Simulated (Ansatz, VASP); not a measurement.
**H4Os in VASP and in Ansatz**

```xyz
5
Lattice="4.1304 -4.1304 0.0000 4.1304 4.1304 0.0000 0.0000 0.0000 3.7968" Properties=species:S:1:pos:R:3 pbc="T T T"
H     4.1304   -1.6108    0.0000
H     4.1304    1.6108    0.0000
H     6.6499    0.0000    1.8984
H     1.6108    0.0000    1.8984
Os    0.0000    0.0000    0.0000
```

Change from the starting cell: ordered vacancies on the cation sites of rutile (Cmmm, No. 65).

Alike in both runs: task single point; functional PBE; k mesh 4 × 4 × 4; occupations gaussian, width 0.1 eV; no spin polarisation.

|  | VASP | Ansatz |
| --- | --- | --- |
| version | VASP 6.6.1 | Ansatz 0.2.0 |
| potentials or method | VASP PAW PBE potentials, release 64 (H, Os), cutoff 520 eV | scalar-relativistic, plane waves, PAW |
| valence electrons in the cell | 12 | 20 |

|  | VASP | Ansatz | Ansatz less VASP |
| --- | --- | --- | --- |
| gap on the k mesh at the Fermi level (eV) | none | none | - |
| pressure (GPa) | -13.0 | -13.0 | -0.02 |
| traceless stress, the component that is largest in VASP (GPa) | 4.31 | 4.39 | +0.078 |
| rms of the force components (eV/Å) | 0.981 | 0.987 | +0.0057 |

Atom by atom the forces differ by 0.006 eV/Å (rms over components). A gap of «none» marks a metal or a gap that the smearing closes. With one functional, cell and mesh, what is left measures potentials, basis and numerics. VASP's potentials hold 12 valence electrons a cell and Ansatz's 20, so a difference there can come from the potentials and not from the codes.

The k mesh is coarse, so the values compare programs but aren't converged. Spin-orbit coupling is off throughout.
